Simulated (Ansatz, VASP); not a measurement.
# Two plane-wave programs on Mo

```
CELL_PARAMETERS angstrom
2.74234 0.00000 0.00000
-1.37117 2.37493 0.00000
0.00000 0.00000 2.49207
ATOMIC_POSITIONS crystal
Mo 0.00000 0.00000 0.50000
```

Alike in both runs: task single point; functional PBEsol; k mesh 12 × 12 × 14; occupations gaussian, width 0.15 eV; no spin polarisation.

|  | VASP | Ansatz |
| --- | --- | --- |
| version | VASP 6.6.1 | Ansatz 0.2.0 |
| potentials or method | VASP PAW PBE potentials, release 64 (Mo_sv), cutoff 520 eV | scalar-relativistic, plane waves, PAW |
| valence electrons in the cell | 14 | 14 |

|  | VASP | Ansatz | Ansatz less VASP |
| --- | --- | --- | --- |
| gap on the k mesh at the Fermi level (eV) | none | none | - |
| pressure (GPa) | 0.8 | 0.2 | -0.59 |
| traceless stress, the component that is largest in VASP (GPa) | -1.16 | -1.39 | -0.235 |

VASP's potentials were made for PBE, not for PBEsol. A gap of «none» marks a metal or a gap that the smearing closes. With one functional, cell and mesh, what is left measures potentials, basis and numerics.
